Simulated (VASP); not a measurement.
# Ga in VASP: notebook

Aim: see how the results for Ga move with the level of theory and the settings. Levels: BLYP+D3(BJ), LDA, PBEsol. Tasks: single point.

All numbers are computed with VASP 6.6.1; they aren't measurements. Logs are shortened: lines on timing, memory, paths and dates and some standing lists are left out, and cuts for length are marked.

**1. The cell of the first run**

The typed cell holds 2 atoms: a = 4.309 Å, b = 4.309 Å, c = 3.221 Å, α = 90.00°, β = 90.00°, γ = 141.00°.

**2. Single point, BLYP+D3(BJ)**

Contents of INCAR:

```
SYSTEM = Ga
PREC = Accurate ; ENCUT = 520
EDIFF = 1E-7 ; ISMEAR = -1
SIGMA = 0.05 ; LREAL = .FALSE.
LASPH = .TRUE. ; NELM = 60
ALGO = Fast ; ISIF = 2
LWAVE = .FALSE. ; LCHARG = .FALSE.
GGA = B5 ; ALDAX = 1.0
AGGAX = 1.0 ; AGGAC = 1.0
ALDAC = 0.0 ; IVDW = 12
VDW_S6 = 1.0 ; VDW_S8 = 2.6996
VDW_A1 = 0.4298 ; VDW_A2 = 4.2359
NBANDS = 20
```

Contents of KPOINTS:

```
Automatic mesh
0
G
  10 10 8
  0 0 0
```

Contents of POSCAR:

```
Ga
1.0
    1.4380973909     -4.0616766190      0.0262131066
    1.4380973909      4.0616766190      0.0262131066
   -0.0590116707      0.0000000000      3.2203687615
Ga
2
Direct
    0.1348120643      0.8651879357      0.7500000000
    0.8651879357      0.1348120643      0.2500000000
```

Potentials or basis: VASP PAW PBE potentials, release 64 (Ga_d).

Launch:

```console
cat potpaw_PBE.64/Ga_d/POTCAR > POTCAR
mpirun -np 1 vasp_std > vasp.out
```

OUTCAR:

```text
SYSTEM = Ga
   PREC = Accurate
   ENCUT = 520
   EDIFF = 1E-7
   ISMEAR = -1
   LREAL = .FALSE.
   LASPH = .TRUE.
   NELM = 60
   ISIF = 2
   GGA = B5
   IVDW = 12
 IVDW          = 12

 ion  position               nearest neighbor table
   1  0.135  0.865  0.750-   2 2.72   2 2.72   2 2.86   2 2.86   2 2.86   2 2.86
   2  0.865  0.135  0.250-   1 2.72   1 2.72   1 2.86   1 2.86   1 2.86   1 2.86

  LATTYP: Found a base centered monoclinic cell.
 ALAT       =     2.8766725449
 B/A-ratio  =     2.8238713691
 C/A-ratio  =     1.1196649413
 COS(beta)  =    -0.0000968453

  Lattice vectors:

 A1 = (   1.4380973909,  -4.0616766190,   0.0262131066)
 A2 = (   1.4380973909,   4.0616766190,   0.0262131066)
 A3 = (  -0.0590116707,   0.0000000000,   3.2203687615)

Analysis of symmetry for initial positions (statically):
=====================================================================
 Subroutine PRICEL returns:
 Original cell was already a primitive cell.

 Routine SETGRP: Setting up the symmetry group for a
 base centered monoclinic supercell.

 Subroutine GETGRP returns: Found  4 space group operations
 (whereof  2 operations were pure point group operations)
 out of a pool of  4 trial point group operations.

The static configuration has the point symmetry S_2 .
 The point group associated with its full space group is C_2h.

Analysis of symmetry for dynamics (positions and initial velocities):
=====================================================================
 Subroutine PRICEL returns:
 Original cell was already a primitive cell.

 Routine SETGRP: Setting up the symmetry group for a
 base centered monoclinic supercell.

 Subroutine GETGRP returns: Found  4 space group operations
 (whereof  2 operations were pure point group operations)
 out of a pool of  4 trial point group operations.

The dynamic configuration has the point symmetry S_2 .
 The point group associated with its full space group is C_2h.

 Subroutine INISYM returns: Found  4 space group operations
 (whereof  2 operations are pure point group operations),
 and found     1 'primitive' translations

----------------------------------------------------------------------------------------

                                     Primitive cell

  volume of cell :      37.6335

  direct lattice vectors                    reciprocal lattice vectors
     1.438097391 -4.061676619  0.026213107     0.347565508 -0.123101873  0.006368967
     1.438097391  4.061676619  0.026213107     0.347565508  0.123101873  0.006368967
    -0.059011671  0.000000000  3.220368762    -0.005658216  0.000000000  0.310419760

  length of vectors
     4.308831418  4.308831418  3.220909396     0.368776920  0.368776920  0.310471324

  position of ions in fractional coordinates (direct lattice)
     0.134812064  0.865187936  0.750000000
     0.865187936  0.134812064  0.250000000

  ion indices of the primitive-cell ions
   primitive index   ion index
                 1           1
                 2           2

----------------------------------------------------------------------------------------

 KPOINTS: Automatic mesh

Automatic generation of k-mesh.
 Grid dimensions read from file:
 generate k-points for:   10   10    8

 Generating k-lattice:

  Cartesian coordinates                     Fractional coordinates (reciprocal lattice)
     0.034756551 -0.012310187  0.000636897     0.100000000  0.000000000  0.000000000
     0.034756551  0.012310187  0.000636897     0.000000000  0.100000000  0.000000000
    -0.000707277  0.000000000  0.038802470    -0.000000000 -0.000000000  0.125000000

  Length of vectors
     0.036877692  0.036877692  0.038808916

  Shift w.r.t. Gamma in fractional coordinates (k-lattice)
     0.000000000  0.000000000  0.000000000

 Subroutine IBZKPT returns following result:
 ===========================================

 Found    227 irreducible k-points:

 Following reciprocal coordinates:
            Coordinates               Weight
  0.000000  0.000000  0.000000      1.000000
  0.100000  0.000000  0.000000      4.000000
  0.200000  0.000000  0.000000      4.000000
  0.300000  0.000000  0.000000      4.000000
  0.400000  0.000000  0.000000      4.000000
  0.500000 -0.000000  0.000000      2.000000
[... 16 lines left out ...]
  0.300000  0.300000  0.000000      2.000000
  0.400000  0.300000 -0.000000      4.000000
 [... further k-points ...]
   k-points           NKPTS =    227   k-points in BZ     NKDIM =    227   number of bands    NBANDS=     20
   number of dos      NEDOS =    301   number of ions     NIONS =      2
   total plane-waves  NPLWV =  24576
   dimension x,y,z NGX =    32 NGY =   32 NGZ =   24
   dimension x,y,z NGXF=    64 NGYF=   64 NGZF=   48
   ions per type =               2
   NGX,Y,Z   is equivalent  to a cutoff of  12.35, 12.35, 12.39 a.u.
   NGXF,Y,Z  is equivalent  to a cutoff of  24.69, 24.69, 24.78 a.u.
 SYSTEM =  Ga
   PREC   = accura    normal or accurate (medium, high low for compatibility)
   ISTART =      0    job   : 0-new  1-cont  2-samecut
   ICHARG =      2    charge: 1-file 2-atom 10-const
   ISPIN  =      1    spin polarized calculation?
   LNONCOLLINEAR =      F non collinear calculations
   LSORBIT =      F    spin-orbit coupling
   LASPH  =      T    aspherical Exc in radial PAW
   ENCUT  =  520.0 eV  38.22 Ry    6.18 a.u.   8.01  8.01  5.99*2*pi/ulx,y,z
   NELM   =     60;   NELMIN=  2; NELMDL= -5     # of ELM steps
   EDIFF  = 0.1E-06   stopping-criterion for ELM
   LREAL  =      F    real-space projection
   EDIFFG = 0.1E-05   stopping-criterion for IOM
   NSW    =      0    number of steps for IOM
   IBRION =     -1    ionic relax: 0-MD 1-quasi-New 2-CG
   NFREE  =      0    steps in history (QN), initial steepest desc. (CG)
   ISIF   =      2    stress and relaxation
   ISYM   =      2    0-nonsym 1-usesym 2-fastsym
   POTIM  = 0.5000    time-step for ionic-motion
   TEBEG  =    0.0;   TEEND  =   0.0 temperature during run
   PSTRESS=    0.0 pullay stress
   NELECT =      26.0000    total number of electrons
   NUPDOWN=      -1.0000    fix difference up-down
   EMIN   =  10.00;   EMAX   =-10.00  energy-range for DOS
   EFERMI =   0.00;   METHOD = LEGACY
   ISMEAR =    -1;   SIGMA  =   0.05  broadening in eV -4-tet -1-fermi 0-gaus
   EFERMI_NEDOS =   21; number of points for ismear=-14 and -15
   IALGO  =     68    algorithm
   IMIX   =      4    mixing-type and parameters
     AMIX     =   0.40;   BMIX     =  1.00
     AMIX_MAG =   1.60;   BMIX_MAG =  1.00
  volume/ion in A,a.u.               =      18.82       126.98
  Fermi-wavevector in a.u.,A,eV,Ry     =   1.447242  2.734891 28.497534  2.094510
  Thomas-Fermi vector in A             =   2.565219
   LORBIT       =      0    0 simple, 1 ext, 2 COOP (PROOUT), +10 PAW based schemes
   GGA     = B5    functional components
   LHFCALC =     F    Hartree Fock is set to
   AEXX    =    0.0000 exact exchange contribution
   IVDW    =    12    specifies the selected vdW correction
   LEPSILON=     F    determine dielectric tensor
   LRPA    =     F    only Hartree local field effects (RPA)
 non-spin polarized calculation
 RMM-DIIS sequential band-by-band and
  energy-cutoff  :      520.00
  volume of cell :       37.63
 maximum number of plane-waves:      1038
   NGX = 17   NGY = 17   NGZ = 11

 number of electron      26.0000010 magnetization

 Free energy of the ion-electron system (eV)
  ---------------------------------------------------
  ext. energy  EPLUGINS =         0.00000000
  ---------------------------------------------------
  free energy    TOTEN  =        -4.20284058 eV

  energy without entropy =       -4.19904886  energy(sigma->0) =       -4.20094472

 E-fermi :   5.9807     XC(G=0): -10.4116

 val. band max:        5.9567808436   @ k =  -0.1000   0.1000   0.0000
 cond. band min:       6.0131423366   @ k =   0.2000   0.1000   0.1250
 fundamental gap:      0.0563614929
 Fermi energy:         5.9806561719

 k-point     1 :       0.0000    0.0000    0.0000
  band No.  band energies     occupation
      1      -9.2465      2.00000
      2      -9.2308      2.00000
      3      -9.1619      2.00000
      4      -9.1606      2.00000
      5      -8.9597      2.00000
      6      -8.9508      2.00000
[... 12 lines left out ...]
     19      16.7514      0.00000
     20      18.3986      0.00000

 k-point     2 :       0.1000    0.0000    0.0000
  band No.  band energies     occupation
      1      -9.2350      2.00000
      2      -9.2245      2.00000
      3      -9.1569      2.00000
      4      -9.1206      2.00000
      5      -8.9697      2.00000
      6      -8.9638      2.00000
[... 12 lines left out ...]
     19      17.6617      0.00000
     20      19.9390      0.00000

 k-point     3 :       0.2000    0.0000    0.0000
  band No.  band energies     occupation
      1      -9.2085      2.00000
      2      -9.2075      2.00000
      3      -9.1217      2.00000
      4      -9.0568      2.00000
      5      -8.9986      2.00000
      6      -8.9849      2.00000
[... 12 lines left out ...]
     19      17.9524      0.00000
     20      21.8083      0.00000

 k-point     4 :       0.3000    0.0000    0.0000
  band No.  band energies     occupation
      1      -9.1904      2.00000
      2      -9.1778      2.00000
      3      -9.0914      2.00000
      4      -9.0687      2.00000
      5      -9.0439      2.00000
      6      -8.9444      2.00000
[... 12 lines left out ...]
     19      17.9738      0.00000
     20      20.0478      0.00000

 k-point     5 :       0.4000    0.0000    0.0000
  band No.  band energies     occupation
      1      -9.1773      2.00000
      2      -9.1690      2.00000
      3      -9.0928      2.00000
      4      -9.0833      2.00000
      5      -9.0759      2.00000
      6      -8.9497      2.00000
[... 12 lines left out ...]
     19      16.6477      0.00000
     20      18.9479      0.00000

 k-point     6 :       0.5000   -0.0000    0.0000
  band No.  band energies     occupation
      1      -9.1747      2.00000
      2      -9.1722      2.00000
      3      -9.0998      2.00000
      4      -9.0859      2.00000
      5      -9.0800      2.00000
      6      -8.9579      2.00000
[... 12 lines left out ...]
     19      17.0779      0.00000
     20      17.9267      0.00000

 k-point     7 :       0.1000    0.1000    0.0000
  band No.  band energies     occupation
      1      -9.2175      2.00000
      2      -9.2137      2.00000
      3      -9.1018      2.00000
      4      -9.0725      2.00000
      5      -8.9896      2.00000
      6      -8.9651      2.00000
[... 12 lines left out ...]
     19      18.3695      0.00000
     20      21.0564      0.00000
[... 277 lines left out ...]
 k-point    20 :      -0.4000    0.2000    0.0000
  band No.  band energies     occupation
      1      -9.1896      2.00000
      2      -9.1455      2.00000
      3      -9.1406      2.00000
      4      -9.0557      2.00000
      5      -9.0253      2.00000
      6      -8.9937      2.00000
[... 12 lines left out ...]
     19      16.1491      0.00000
     20      19.7741      0.00000

 k-point    21 :      -0.3000    0.2000    0.0000
  band No.  band energies     occupation
      1      -9.2358      2.00000
      2      -9.1727      2.00000
      3      -9.1665      2.00000
      4      -9.0560      2.00000
      5      -9.0213      2.00000
      6      -8.9881      2.00000
[... 12 lines left out ...]
     19      16.3431      0.00000
     20      18.7677      0.00000

 k-point    22 :      -0.2000    0.2000    0.0000
  band No.  band energies     occupation
      1      -9.2495      2.00000
      2      -9.1927      2.00000
      3      -9.1896      2.00000
      4      -9.0918      2.00000
      5      -9.0022      2.00000
      6      -8.9687      2.00000
[... 12 lines left out ...]
     19      16.7988      0.00000
     20      16.8238      0.00000

 k-point    23 :       0.3000    0.3000    0.0000
  band No.  band energies     occupation
      1      -9.1757      2.00000
      2      -9.1706      2.00000
      3      -9.1048      2.00000
      4      -9.0424      2.00000
      5      -8.9956      2.00000
      6      -8.9827      2.00000
[... 12 lines left out ...]
     19      16.2450      0.00000
     20      18.2004      0.00000

 k-point    24 :       0.4000    0.3000   -0.0000
  band No.  band energies     occupation
      1      -9.1696      2.00000
      2      -9.1390      2.00000
      3      -9.0895      2.00000
      4      -9.0555      2.00000
      5      -9.0265      2.00000
      6      -9.0067      2.00000
[... 12 lines left out ...]
     19      15.8570      0.00000
     20      17.9029      0.00000

 [... further k-points ...]

------------------------ aborting loop because EDIFF is reached ----------------------------------------

 Edisp (eV)   -1.44289

 E8    (eV) :    -1.0958

  FORCE on cell =-STRESS in cart. coord.  units (eV):
  Direction    XX          YY          ZZ          XY          YZ          ZX
  --------------------------------------------------------------------------------------
  -------------------------------------------------------------------------------------
  Total      -0.00649    -0.00611     0.00910     0.00000     0.00000     0.00031
  in kB      -0.27621    -0.26010     0.38761     0.00000     0.00000     0.01318
  external pressure =       -0.05 kB  Pullay stress =        0.00 kB

 VOLUME and BASIS-vectors are now :
 -----------------------------------------------------------------------------
  energy-cutoff  :      520.00
  volume of cell :       37.63
      direct lattice vectors                 reciprocal lattice vectors
     1.438097391 -4.061676619  0.026213107     0.347565508 -0.123101873  0.006368967
     1.438097391  4.061676619  0.026213107     0.347565508  0.123101873  0.006368967
    -0.059011671  0.000000000  3.220368762    -0.005658216  0.000000000  0.310419760

 POSITION                                       TOTAL-FORCE (eV/Angst)
 -----------------------------------------------------------------------------------
      1.39384      2.96655      2.44149        -0.000000     -0.001201     -0.000000
      1.42334     -2.96655      0.83131         0.000000      0.001201      0.000000
 -----------------------------------------------------------------------------------
    total drift:                                0.000000      0.000000      0.000000

  FREE ENERGIE OF THE ION-ELECTRON SYSTEM (eV)
  ---------------------------------------------------
  free  energy   TOTEN  =        -5.6457338088 eV

  energy  without entropy=       -5.6419420950  energy(sigma->0) =       -5.64383795
```

Wall time 1.7 min (1 thread of Intel Xeon Platinum 8375C at 2.90GHz (Ice Lake), shared host); peak memory 0.26 GiB.

What came out:

```yaml
Free_energy: -5.6457 eV
Pressure: 0.0 GPa
Band_gap_on_the_k_mesh: zero (band 13 reaches 10.62 eV, above the bottom of band 14 at 1.97 eV)
Dispersion_energy_per_atom: -0.721 eV
```

Caveat: the PAW data sets were made with another functional, which shifts forces and pressure a little; pairwise dispersion overbinds metals, which lowers pressure and volume.

[end of part 1 of 2]
